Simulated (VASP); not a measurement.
# As in VASP: notebook

Runs on As. Level: LDA. Tasks: single point.

Everything below comes from runs of VASP 6.6.1. Logs are shortened: lines on timing, memory, paths and dates and some standing lists are left out, and cuts for length are marked.

## 1. The cell of the first run

The structure is cubic, space group Pm-3m (No. 221). Conventional cell: a = 2.704 Å, b = 2.704 Å, c = 2.704 Å, α = 90.00°, β = 90.00°, γ = 90.00°. As (site symmetry m-3m) has 6 As at 2.70 Å within 3.6 Å.

## 2. Single point, LDA

INCAR

```
ALGO     = Normal         # electronic algorithm
EDIFF    = 1E-6           # SCF threshold, eV
ENCUT    = 500            # plane-wave cutoff, eV
GGA      = CA             # functional
GGA_COMPAT= False        
ISIF     = 2              # what is computed and relaxed
ISMEAR   = 1              # smearing method
LASPH    = True           # aspherical terms in the spheres
LCHARG   = False          # write CHGCAR
LREAL    = False          # projectors in reciprocal space
LWAVE    = False          # write WAVECAR
NBANDS   = 8              # bands
NELM     = 120            # most SCF steps
PREC     = Accurate       # precision mode
SIGMA    = 0.1            # smearing width, eV
```

KPOINTS

```
k-points
0
Gamma
  13 13 13
```

POSCAR

```
As
1.0
    2.7036820000      0.0000000000      0.0000000000
    0.0000000000      2.7036820000      0.0000000000
    0.0000000000      0.0000000000      2.7036820000
As
1
Direct
    0.5000000000      0.5000000000      0.5000000000
```

Potentials or basis: VASP PAW LDA potentials, release 64 (As).

On the command line:

```bash
> cat potpaw_LDA.64/As/POTCAR > POTCAR
> mpirun -np 1 vasp_std > vasp.out
```

OUTCAR:

```text
EDIFF = 1E-6
   ENCUT = 500
   GGA = CA
   ISIF = 2
   ISMEAR = 1
   LASPH = True
   LREAL = False
   NELM = 120
   PREC = Accurate

 ion  position               nearest neighbor table
   1  0.500  0.500  0.500-

  LATTYP: Found a simple cubic cell.
 ALAT       =     2.7036820000

  Lattice vectors:

 A1 = (   2.7036820000,   0.0000000000,   0.0000000000)
 A2 = (   0.0000000000,   2.7036820000,   0.0000000000)
 A3 = (   0.0000000000,   0.0000000000,   2.7036820000)

Analysis of symmetry for initial positions (statically):
=====================================================================
 Subroutine PRICEL returns:
 Original cell was already a primitive cell.

 Routine SETGRP: Setting up the symmetry group for a
 simple cubic supercell.

 Subroutine GETGRP returns: Found 48 space group operations
 (whereof 48 operations were pure point group operations)
 out of a pool of 48 trial point group operations.

The static configuration has the point symmetry O_h .

Analysis of symmetry for dynamics (positions and initial velocities):
=====================================================================
 Subroutine PRICEL returns:
 Original cell was already a primitive cell.

 Routine SETGRP: Setting up the symmetry group for a
 simple cubic supercell.

 Subroutine GETGRP returns: Found 48 space group operations
 (whereof 48 operations were pure point group operations)
 out of a pool of 48 trial point group operations.

The dynamic configuration has the point symmetry O_h .

 Subroutine INISYM returns: Found 48 space group operations
 (whereof 48 operations are pure point group operations),
 and found     1 'primitive' translations

----------------------------------------------------------------------------------------

                                     Primitive cell

  volume of cell :      19.7636

  direct lattice vectors                    reciprocal lattice vectors
     2.703682000  0.000000000  0.000000000     0.369865983  0.000000000  0.000000000
     0.000000000  2.703682000  0.000000000     0.000000000  0.369865983  0.000000000
     0.000000000  0.000000000  2.703682000     0.000000000  0.000000000  0.369865983

  length of vectors
     2.703682000  2.703682000  2.703682000     0.369865983  0.369865983  0.369865983

  position of ions in fractional coordinates (direct lattice)
     0.500000000  0.500000000  0.500000000

  ion indices of the primitive-cell ions
   primitive index   ion index
                 1           1

----------------------------------------------------------------------------------------

 KPOINTS: k-points

Automatic generation of k-mesh.
 Grid dimensions read from file:
 generate k-points for:   13   13   13

 Generating k-lattice:

  Cartesian coordinates                     Fractional coordinates (reciprocal lattice)
     0.028451229  0.000000000  0.000000000     0.076923077  0.000000000  0.000000000
     0.000000000  0.028451229  0.000000000     0.000000000  0.076923077  0.000000000
     0.000000000  0.000000000  0.028451229     0.000000000  0.000000000  0.076923077

  Length of vectors
     0.028451229  0.028451229  0.028451229

  Shift w.r.t. Gamma in fractional coordinates (k-lattice)
     0.000000000  0.000000000  0.000000000

 Subroutine IBZKPT returns following result:
 ===========================================

 Found     84 irreducible k-points:

 Following reciprocal coordinates:
            Coordinates               Weight
  0.000000  0.000000  0.000000      1.000000
  0.076923  0.000000  0.000000      6.000000
  0.153846  0.000000  0.000000      6.000000
  0.230769  0.000000  0.000000      6.000000
  0.307692  0.000000  0.000000      6.000000
  0.384615  0.000000  0.000000      6.000000
[... 16 lines left out ...]
  0.307692  0.307692  0.000000     12.000000
  0.384615  0.307692  0.000000     24.000000
 [... further k-points ...]
   k-points           NKPTS =     84   k-points in BZ     NKDIM =     84   number of bands    NBANDS=      8
   number of dos      NEDOS =    301   number of ions     NIONS =      1
   total plane-waves  NPLWV =   8000
   dimension x,y,z NGX =    20 NGY =   20 NGZ =   20
   dimension x,y,z NGXF=    40 NGYF=   40 NGZF=   40
   ions per type =               1
   NGX,Y,Z   is equivalent  to a cutoff of  12.30, 12.30, 12.30 a.u.
   NGXF,Y,Z  is equivalent  to a cutoff of  24.60, 24.60, 24.60 a.u.
 SYSTEM =  unknown system
   PREC   = accura    normal or accurate (medium, high low for compatibility)
   ISTART =      0    job   : 0-new  1-cont  2-samecut
   ICHARG =      2    charge: 1-file 2-atom 10-const
   ISPIN  =      1    spin polarized calculation?
   LNONCOLLINEAR =      F non collinear calculations
   LSORBIT =      F    spin-orbit coupling
   LASPH  =      T    aspherical Exc in radial PAW
   ENCUT  =  500.0 eV  36.75 Ry    6.06 a.u.   4.93  4.93  4.93*2*pi/ulx,y,z
   NELM   =    120;   NELMIN=  2; NELMDL= -5     # of ELM steps
   EDIFF  = 0.1E-05   stopping-criterion for ELM
   LREAL  =      F    real-space projection
   EDIFFG = 0.1E-04   stopping-criterion for IOM
   NSW    =      0    number of steps for IOM
   IBRION =     -1    ionic relax: 0-MD 1-quasi-New 2-CG
   NFREE  =      0    steps in history (QN), initial steepest desc. (CG)
   ISIF   =      2    stress and relaxation
   ISYM   =      2    0-nonsym 1-usesym 2-fastsym
   POTIM  = 0.5000    time-step for ionic-motion
   TEBEG  =    0.0;   TEEND  =   0.0 temperature during run
   PSTRESS=    0.0 pullay stress
   NELECT =       5.0000    total number of electrons
   NUPDOWN=      -1.0000    fix difference up-down
   EMIN   =  10.00;   EMAX   =-10.00  energy-range for DOS
   EFERMI =   0.00;   METHOD = LEGACY
   ISMEAR =     1;   SIGMA  =   0.10  broadening in eV -4-tet -1-fermi 0-gaus
   EFERMI_NEDOS =   21; number of points for ismear=-14 and -15
   IALGO  =     38    algorithm
   IMIX   =      4    mixing-type and parameters
     AMIX     =   0.40;   BMIX     =  1.00
     AMIX_MAG =   1.60;   BMIX_MAG =  1.00
  volume/ion in A,a.u.               =      19.76       133.37
  Fermi-wavevector in a.u.,A,eV,Ry     =   1.035403  1.956627 14.586240  1.072058
  Thomas-Fermi vector in A             =   2.169744
   LORBIT       =      0    0 simple, 1 ext, 2 COOP (PROOUT), +10 PAW based schemes
   GGA     = CA    functional components
   LHFCALC =     F    Hartree Fock is set to
   AEXX    =    0.0000 exact exchange contribution
   IVDW    =     0    specifies the selected vdW correction
   LEPSILON=     F    determine dielectric tensor
   LRPA    =     F    only Hartree local field effects (RPA)
 non-spin polarized calculation
 Methfessel and Paxton  Order N= 1 SIGMA  =   0.10
  energy-cutoff  :      500.00
  volume of cell :       19.76
 maximum number of plane-waves:       517
 NGX is ok and might be reduce to    20

 number of electron       5.0000001 magnetization

 Free energy of the ion-electron system (eV)
  ---------------------------------------------------
  ext. energy  EPLUGINS =         0.00000000
  ---------------------------------------------------
  free energy    TOTEN  =        -5.33187175 eV

  energy without entropy =       -5.33165744  energy(sigma->0) =       -5.33180031

 E-fermi :   6.0245     XC(G=0): -10.5911

 val. band max:        5.9824173717   @ k =   0.3077   0.2308   0.1538
 cond. band min:       6.1028401357   @ k =   0.3077   0.2308   0.2308
 fundamental gap:      0.1204227640
 Fermi energy:         6.0244709878

 k-point     1 :       0.0000    0.0000    0.0000
  band No.  band energies     occupation
      1      -9.0449      2.00000
      2      10.0413      0.00000
      3      10.0413      0.00000
      4      10.0413      0.00000
      5      14.5240      0.00000
      6      14.5240      0.00000
      7      16.3559      0.00000
      8      30.8426      0.00000

 k-point     2 :       0.0769    0.0000    0.0000
  band No.  band energies     occupation
      1      -8.9361      2.00000
      2       8.6926      0.00000
      3      10.1369      0.00000
      4      10.1369      0.00000
      5      14.6218      0.00000
      6      15.4185      0.00000
      7      17.0973      0.00000
      8      29.1844      0.00000

 k-point     3 :       0.1538    0.0000    0.0000
  band No.  band energies     occupation
      1      -8.6131      2.00000
      2       6.3708     -0.00001
      3      10.4155      0.00000
      4      10.4155      0.00000
      5      14.9111      0.00000
      6      16.0926      0.00000
      7      19.5693      0.00000
      8      26.8999      0.00000

 k-point     4 :       0.2308    0.0000    0.0000
  band No.  band energies     occupation
      1      -8.0883      2.00000
      2       4.0603      2.00000
      3      10.8502      0.00000
      4      10.8502      0.00000
      5      15.3776      0.00000
      6      16.6989      0.00000
      7      22.3820      0.00000
      8      24.7876      0.00000

 k-point     5 :       0.3077    0.0000    0.0000
  band No.  band energies     occupation
      1      -7.3945      2.00000
      2       1.9745      2.00000
      3      11.3846      0.00000
      4      11.3846      0.00000
      5      15.9855      0.00000
      6      17.4733      0.00000
      7      22.9773      0.00000
      8      22.9773      0.00000
[... 177 lines left out ...]
 k-point    22 :       0.4615    0.2308    0.0000
  band No.  band energies     occupation
      1      -5.0482      2.00000
      2       0.0653      2.00000
      3       6.7109     -0.00000
      4      13.0371      0.00000
      5      13.1602      0.00000
      6      19.5029      0.00000
      7      21.6731      0.00000
      8      22.4056      0.00000

 k-point    23 :       0.3077    0.3077    0.0000
  band No.  band energies     occupation
      1      -5.7399      2.00000
      2       3.2383      2.00000
      3       3.7786      2.00000
      4      12.6984      0.00000
      5      13.6096      0.00000
      6      18.6416      0.00000
      7      24.0817      0.00000
      8      24.7391      0.00000

 k-point    24 :       0.3846    0.3077    0.0000
  band No.  band energies     occupation
      1      -4.9584      2.00000
      2       1.7633      2.00000
      3       4.1922      2.00000
      4      12.0824      0.00000
      5      13.2081      0.00000
      6      19.4867      0.00000
      7      23.0191      0.00000
      8      24.2909      0.00000

 [... further k-points ...]
[... 5 lines left out ...]
  --------------------------------------------------------------------------------------
  -------------------------------------------------------------------------------------
  Total       -0.3212174     -0.3212174     -0.3212174      0.0000000     -0.0000000      0.0000000
  in kB      -26.0401117    -26.0401117    -26.0401117      0.0000000     -0.0000000      0.0000000
  external PRESSURE =     -26.0401117 kB  Pullay stress =       0.0000000 kB

 VOLUME and BASIS-vectors are now :
 -----------------------------------------------------------------------------
  energy-cutoff  :      500.00
  volume of cell :       19.76
      direct lattice vectors                 reciprocal lattice vectors
     2.703682000  0.000000000  0.000000000     0.369865983  0.000000000  0.000000000
     0.000000000  2.703682000  0.000000000     0.000000000  0.369865983  0.000000000
     0.000000000  0.000000000  2.703682000     0.000000000  0.000000000  0.369865983

 POSITION                                       TOTAL-FORCE (eV/Angst)
 -----------------------------------------------------------------------------------
      1.35184      1.35184      1.35184         0.000000      0.000000      0.000000
 -----------------------------------------------------------------------------------
    total drift:                                0.000000     -0.000000      0.000000

  FREE ENERGIE OF THE ION-ELECTRON SYSTEM (eV)
  ---------------------------------------------------
  free  energy   TOTEN  =        -5.3318717460 eV

  energy  without entropy=       -5.3316574430  energy(sigma->0) =       -5.33180031
```

It took 7.8 s on 1 thread of Intel Xeon Platinum 8259CL at 2.50GHz (Skylake/Cascade Lake), shared host; peak memory 0.12 GiB.

Results:

```
Free energy : -5.3319 eV
Pressure    : -2.6 GPa
```

## 3. Single point, LDA

This run uses another cell than the first one, of the same volume but with other edges.

INCAR

```
PREC     = Accurate       # precision mode
ENCUT    = 500            # plane-wave cutoff, eV
EDIFF    = 1E-6           # SCF threshold, eV
ISMEAR   = 1              # smearing method
SIGMA    = 0.1            # smearing width, eV
LREAL    = False          # projectors in reciprocal space
LASPH    = True           # aspherical terms in the spheres
NELM     = 120            # most SCF steps
ALGO     = Normal         # electronic algorithm
ISIF     = 2              # what is computed and relaxed
LWAVE    = False          # write WAVECAR
LCHARG   = False          # write CHGCAR
NBANDS   = 8              # bands
GGA_COMPAT= False
```

KPOINTS

```
regular mesh
0
Gamma
  13 13 13
```

POSCAR

```
As
1.0
    2.6631267700      0.0000000000      0.0000000000
    0.0000000000      2.6631267700      0.0000000000
    0.0000000000      0.0000000000      2.7866546420
As
1
Direct
    0.5000000000      0.5000000000      0.5000000000
```

Potentials or basis: VASP PAW LDA potentials, release 64 (As).

On the command line:

```bash
> cat potpaw_LDA.64/As/POTCAR > POTCAR
> mpirun -np 1 vasp_std > vasp.out
```

OUTCAR:

```text
PREC = Accurate
   ENCUT = 500
   EDIFF = 1E-6
   ISMEAR = 1
   LREAL = False
   LASPH = True
   NELM = 120
   ISIF = 2

 ion  position               nearest neighbor table
   1  0.500  0.500  0.500-

  LATTYP: Found a simple tetragonal cell.
 ALAT       =     2.6631267700
 C/A-ratio  =     1.0463845257

  Lattice vectors:

 A1 = (   2.6631267700,   0.0000000000,   0.0000000000)
 A2 = (   0.0000000000,   2.6631267700,   0.0000000000)
 A3 = (   0.0000000000,   0.0000000000,   2.7866546420)

Analysis of symmetry for initial positions (statically):
[... 434 lines left out ...]
      1      -4.7240      2.00000
      2       1.8856      2.00000
      3       4.4894      2.00000
      4      12.3342      0.00000
      5      12.4612      0.00000
      6      18.8021      0.00000
      7      22.1396      0.00000
      8      23.6516      0.00000

 [... further k-points ...]
[... 5 lines left out ...]
  --------------------------------------------------------------------------------------
  -------------------------------------------------------------------------------------
  Total        0.0671386      0.0671386     -0.9772828      0.0000000      0.0000000      0.0000000
  in kB        5.4427240      5.4427240    -79.2253238      0.0000000      0.0000000      0.0000000
  external PRESSURE =     -22.7799586 kB  Pullay stress =       0.0000000 kB

 VOLUME and BASIS-vectors are now :
 -----------------------------------------------------------------------------
  energy-cutoff  :      500.00
  volume of cell :       19.76
      direct lattice vectors                 reciprocal lattice vectors
     2.663126770  0.000000000  0.000000000     0.375498460  0.000000000  0.000000000
     0.000000000  2.663126770  0.000000000     0.000000000  0.375498460  0.000000000
     0.000000000  0.000000000  2.786654642     0.000000000  0.000000000  0.358853223

 POSITION                                       TOTAL-FORCE (eV/Angst)
 -----------------------------------------------------------------------------------
      1.33156      1.33156      1.39333         0.000000      0.000000      0.000000
 -----------------------------------------------------------------------------------
    total drift:                                0.000000      0.000000      0.000000

  FREE ENERGIE OF THE ION-ELECTRON SYSTEM (eV)
  ---------------------------------------------------
  free  energy   TOTEN  =        -5.3119027124 eV

  energy  without entropy=       -5.3115173237  energy(sigma->0) =       -5.31177425
```

OSZICAR:

```text
N       E                     dE             d eps       ncg     rms          rms(c)
DAV:   1     0.760478273417E+01    0.76048E+01   -0.20601E+03  3184   0.446E+02
DAV:   2    -0.516224260472E+01   -0.12767E+02   -0.12391E+02  4216   0.599E+01
DAV:   3    -0.531840883621E+01   -0.15617E+00   -0.15615E+00  3544   0.909E+00
DAV:   4    -0.531860383769E+01   -0.19500E-03   -0.19500E-03  5032   0.363E-01
DAV:   5    -0.531860393830E+01   -0.10062E-06   -0.10168E-06  3608   0.480E-03    0.230E+00
DAV:   6    -0.531441693223E+01    0.41870E-02   -0.43723E-04  4304   0.152E-01    0.135E+00
DAV:   7    -0.531189571000E+01    0.25212E-02   -0.10610E-03  3424   0.234E-01    0.612E-02
DAV:   8    -0.531190233760E+01   -0.66276E-05   -0.17326E-05  4712   0.291E-02    0.760E-03
DAV:   9    -0.531190271242E+01   -0.37482E-06   -0.27218E-07  2832   0.396E-03
   1 F= -.53119027E+01 E0= -.53117742E+01  d E =-.385389E-03
```

Run time: 13 s. Hardware: 1 thread of Intel Xeon Platinum 8259CL at 2.50GHz (Skylake/Cascade Lake), shared host; peak memory 0.14 GiB.

Results:

* Free energy: -5.3119 eV
* Pressure: -2.3 GPa

Stress tensor (GPa, compression positive):
```
 0.54  0.00  0.00
 0.00  0.54  0.00
 0.00  0.00 -7.92
```

## 4. Single point, LDA

This run uses another cell than the first one, of the same volume but with other edges.

INCAR

```
SYSTEM = As
ALGO     = Normal         ! electronic algorithm
EDIFF    = 1E-6           ! SCF threshold, eV
ENCUT    = 500            ! plane-wave cutoff, eV
GGA      = CA             ! functional
GGA_COMPAT= .FALSE.      
ISIF     = 2              ! what is computed and relaxed
ISMEAR   = 1              ! smearing method
LASPH    = .TRUE.         ! aspherical terms in the spheres
LCHARG   = .FALSE.        ! write CHGCAR
LREAL    = .FALSE.        ! projectors in reciprocal space
LWAVE    = .FALSE.        ! write WAVECAR
NBANDS   = 8              ! bands
NELM     = 120            ! most SCF steps
PREC     = Accurate       ! precision mode
SIGMA    = 0.1            ! smearing width, eV
```

KPOINTS

```
k-points
0
G
  13 13 13
  0 0 0
```

POSCAR

```
As
1.0
    2.7442372300      0.0000000000      0.0000000000
    0.0000000000      2.7442372300      0.0000000000
    0.0000000000      0.0000000000      2.6243606979
As
1
Direct
    0.5000000000      0.5000000000      0.5000000000
```

On the command line:

```bash
> cat potpaw_LDA.64/As/POTCAR > POTCAR
> mpirun -np 1 vasp_std > vasp.out
```

It took 16 s on 1 thread of Intel Xeon Platinum 8259CL at 2.50GHz (Skylake/Cascade Lake), shared host; peak memory 0.13 GiB.

Results (log left out):

```
Free energy : -5.3107 eV
Pressure    : -2.2 GPa
```

Stress tensor (GPa, compression positive):
```
-5.62  0.00  0.00
 0.00 -5.62  0.00
 0.00  0.00  4.70
```

Levels at points of the mesh, in eV from the Fermi level:
| k point | band 1 | band 2 | band 3 | band 4 | band 5 | band 6 |
| --- | --- | --- | --- | --- | --- | --- |
| (0.00, 0.00, 0.00) | -15.07 | 3.52 | 3.52 | 5.08 | 8.16 | 8.50 |

## 5. Single point, LDA

This run uses another cell than the first one, of the same volume but with other edges.

INCAR

```
SYSTEM = As
  ALGO = Normal
  EDIFF = 1E-6
  ENCUT = 500
  GGA_COMPAT = .False.
  ISIF = 2
  ISMEAR = 1
  LASPH = .True.
  LCHARG = .False.
  LREAL = .False.
  LWAVE = .False.
  NBANDS = 8
  NELM = 120
  PREC = Accurate
  SIGMA = 0.1
```

KPOINTS

```
k-points
0
Gamma
  13 13 13
  0 0 0
```

POSCAR

```
As
1.0
    2.7847924600      0.0000000000      0.0000000000
    0.0000000000      2.7847924600      0.0000000000
    0.0000000000      0.0000000000      2.5484795928
As
1
Direct
    0.5000000000      0.5000000000      0.5000000000
```

On the command line:

```bash
> cat potpaw_LDA.64/As/POTCAR > POTCAR
> mpirun -np 1 vasp_std > vasp.out
```

Run time: 13 s. Hardware: 1 thread of Intel Xeon Platinum 8259CL at 2.50GHz (Skylake/Cascade Lake), shared host; peak memory 0.14 GiB.

The run converged. Its results:

* Free energy: -5.2567 eV
* Pressure: -1.2 GPa

Stress tensor (GPa, compression positive):
```
-7.12  0.00  0.00
 0.00 -7.12  0.00
 0.00  0.00 10.64
```

Levels at points of the mesh, in eV from the Fermi level:
| k point | band 1 | band 2 | band 3 | band 4 | band 5 |
| --- | --- | --- | --- | --- | --- |
| (0.00, 0.00, 0.00) | -15.03 | 3.09 | 3.09 | 6.29 | 7.91 |

## 6. Summary

| cell | gap on the mesh (eV) | pressure (GPa) |
| --- | --- | --- |
| a = 2.704 Å, 1 atom | none | -2.6 |
| a = 2.663, b = 2.663, c = 2.787 Å, 1 atom | none | -2.3 |
| a = 2.744, b = 2.744, c = 2.624 Å, 1 atom | none | -2.2 |
| a = 2.785, b = 2.785, c = 2.548 Å, 1 atom | none | -1.2 |

Alike in all rows: task single point; level LDA; potentials or basis VASP PAW LDA potentials, release 64 (As); no spin polarisation; k mesh 13 × 13 × 13; cutoff (eV) 500; smearing methfessel-paxton 0.1 eV.

Absolute energies hang on the potentials; compare differences alone.
